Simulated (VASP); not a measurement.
# N (Fm-3m) in VASP: notebook, part 2 of 2

VASP 6.6.1. Earlier steps stand in the parts before.

### 3 Single point, PBEsol

This run uses another cell than the first one, of 11.84 Å³/atom, 1.640 times its volume.

File INCAR:

```
SYSTEM = N
ALGO     = Normal         ! electronic algorithm
EDIFF    = 1E-6           ! SCF threshold, eV
ENCUT    = 600            ! plane-wave cutoff, eV
GGA      = PS             ! functional
GGA_COMPAT= .FALSE.      
ISIF     = 2              ! what is computed and relaxed
ISMEAR   = 0              ! smearing method
LASPH    = .TRUE.         ! aspherical terms in the spheres
LCHARG   = .FALSE.        ! write CHGCAR
LREAL    = .FALSE.        ! projectors in reciprocal space
LWAVE    = .FALSE.        ! write WAVECAR
NBANDS   = 8              ! bands
NELM     = 120            ! most SCF steps
PREC     = Accurate       ! precision mode
SIGMA    = 0.1            ! smearing width, eV
```

File KPOINTS:

```
k-points
0
G
  8 8 8
  0 0 0
```

File POSCAR:

```
N
1.0
    0.0000000000      1.8088323787      1.8088323787
    1.8088323787      0.0000000000      1.8088323787
    1.8088323787      1.8088323787      0.0000000000
N
1
Direct
    0.0000000000      0.0000000000      0.0000000000
```

Potentials or basis: VASP PAW PBE potentials, release 64 (N).

Launch:

```
$ cat potpaw_PBE.64/N/POTCAR > POTCAR
$ mpirun -np 1 vasp_std > vasp.out
```

OUTCAR:

```text
SYSTEM = N
   EDIFF = 1E-6
   ENCUT = 600
   GGA = PS
   ISIF = 2
   ISMEAR = 0
   LASPH = .TRUE.
   LREAL = .FALSE.
   NELM = 120
   PREC = Accurate

 ion  position               nearest neighbor table
   1  0.000  0.000  0.000-

  LATTYP: Found a face centered cubic cell.
 ALAT       =     3.6176647574

  Lattice vectors:

 A1 = (   0.0000000000,   1.8088323787,   1.8088323787)
 A2 = (   1.8088323787,   0.0000000000,   1.8088323787)
 A3 = (   1.8088323787,   1.8088323787,   0.0000000000)

Analysis of symmetry for initial positions (statically):
=====================================================================
 Subroutine PRICEL returns:
 Original cell was already a primitive cell.

 Routine SETGRP: Setting up the symmetry group for a
 face centered cubic supercell.

 Subroutine GETGRP returns: Found 48 space group operations
 (whereof 48 operations were pure point group operations)
 out of a pool of 48 trial point group operations.

The static configuration has the point symmetry O_h .

Analysis of symmetry for dynamics (positions and initial velocities):
=====================================================================
 Subroutine PRICEL returns:
 Original cell was already a primitive cell.

 Routine SETGRP: Setting up the symmetry group for a
 face centered cubic supercell.

 Subroutine GETGRP returns: Found 48 space group operations
 (whereof 48 operations were pure point group operations)
 out of a pool of 48 trial point group operations.

The dynamic configuration has the point symmetry O_h .

 Subroutine INISYM returns: Found 48 space group operations
 (whereof 48 operations are pure point group operations),
 and found     1 'primitive' translations

----------------------------------------------------------------------------------------

                                     Primitive cell

  volume of cell :      11.8365

[... 101 lines left out ...]
   ISMEAR =     0;   SIGMA  =   0.10  broadening in eV -4-tet -1-fermi 0-gaus
   EFERMI_NEDOS =   21; number of points for ismear=-14 and -15
   IALGO  =     38    algorithm
   IMIX   =      4    mixing-type and parameters
     AMIX     =   0.40;   BMIX     =  1.00
     AMIX_MAG =   1.60;   BMIX_MAG =  1.00
  volume/ion in A,a.u.               =      11.84        79.88
  Fermi-wavevector in a.u.,A,eV,Ry     =   1.228353  2.321251 20.529164  1.508851
  Thomas-Fermi vector in A             =   2.363282
   LORBIT       =      0    0 simple, 1 ext, 2 COOP (PROOUT), +10 PAW based schemes
   GGA     = PS    functional components
   LHFCALC =     F    Hartree Fock is set to
   AEXX    =    0.0000 exact exchange contribution
   IVDW    =     0    specifies the selected vdW correction
   LEPSILON=     F    determine dielectric tensor
   LRPA    =     F    only Hartree local field effects (RPA)
 non-spin polarized calculation
 Gauss-broadening in eV      SIGMA  =   0.10
  energy-cutoff  :      600.00
  volume of cell :       11.84
 maximum number of plane-waves:       411
   NGX = 11   NGY = 11   NGZ = 11

 number of electron       5.0000000 magnetization

 Free energy of the ion-electron system (eV)
  ---------------------------------------------------
  ext. energy  EPLUGINS =         0.00000000
  ---------------------------------------------------
  free energy    TOTEN  =        -3.52535766 eV

  energy without entropy =       -3.51944982  energy(sigma->0) =       -3.52240374

 E-fermi :   0.3158     XC(G=0): -10.5660

 val. band max:        0.2790531160   @ k =   0.5000   0.2500   0.1250
 cond. band min:       0.5835995941   @ k =   0.5000   0.5000   0.0000
 fundamental gap:      0.3045464781
 Fermi energy:         0.3157553388

 k-point     1 :       0.0000    0.0000    0.0000
  band No.  band energies     occupation
      1     -15.2136      2.00000
      2       2.6950      0.00000
      3       2.6950      0.00000
      4       2.6950      0.00000
      5      15.1185      0.00000
      6      27.0872      0.00000
      7      27.0872      0.00000
      8      27.0872      0.00000
[... 243 lines left out ...]
 k-point    24 :      -0.3750    0.2500    0.1250
  band No.  band energies     occupation
      1     -11.2395      2.00000
      2      -3.3447      2.00000
      3       0.1065      1.99691
      4       1.4006      0.00000
      5      17.8832      0.00000
      6      19.2192      0.00000
      7      22.3125      0.00000
      8      27.0505      0.00000

 [... further k-points ...]
[... 5 lines left out ...]
  --------------------------------------------------------------------------------------
  -------------------------------------------------------------------------------------
  Total       -2.6345147     -2.6345147     -2.6345147     -0.0000000      0.0000000     -0.0000000
  in kB     -356.6040314   -356.6040314   -356.6040314     -0.0000000      0.0000000     -0.0000000
  external PRESSURE =    -356.6040314 kB  Pullay stress =       0.0000000 kB

 VOLUME and BASIS-vectors are now :
 -----------------------------------------------------------------------------
  energy-cutoff  :      600.00
  volume of cell :       11.84
      direct lattice vectors                 reciprocal lattice vectors
     0.000000000  1.808832379  1.808832379    -0.276421412  0.276421412  0.276421412
     1.808832379  0.000000000  1.808832379     0.276421412 -0.276421412  0.276421412
     1.808832379  1.808832379  0.000000000     0.276421412  0.276421412 -0.276421412

 POSITION                                       TOTAL-FORCE (eV/Angst)
 -----------------------------------------------------------------------------------
      0.00000      0.00000      0.00000         0.000000      0.000000      0.000000
 -----------------------------------------------------------------------------------
    total drift:                                0.000000     -0.000000     -0.000000

  FREE ENERGIE OF THE ION-ELECTRON SYSTEM (eV)
  ---------------------------------------------------
  free  energy   TOTEN  =        -3.5253576621 eV

  energy  without entropy=       -3.5194498198  energy(sigma->0) =       -3.52240374
```

stdout:

```text
POSCAR found type information on POSCAR N
 POSCAR found :  1 types and       1 ions
 scaLAPACK will be used
 -----------------------------------------------------------------------------
|                                                                             |
|                                                                             |
|     You enforced a specific xc type in the INCAR file but a different       |
|     I HOPE YOU KNOW WHAT YOU ARE DOING!                                     |
|                                                                             |
 -----------------------------------------------------------------------------

 LDA part: xc-table for (Slater+PW92), standard interpolation
 POSCAR, INCAR and KPOINTS ok, starting setup
 FFT: planning ... GRIDC
 FFT: planning ... GRID_SOFT
 FFT: planning ... GRID
 WAVECAR not read
 entering main loop
```

It took 1.5 s on 1 thread of Intel Xeon 6975P-C (Granite Rapids), shared host; peak memory 0.11 GiB.

What came out:

| Property | Result |
| --- | --- |
| Free energy | -3.5254 eV |
| Pressure | -35.7 GPa |

Caveat: the k points lie up to 0.38 Å⁻¹ apart; the PAW data sets were made with another functional, which shifts forces and pressure a little.
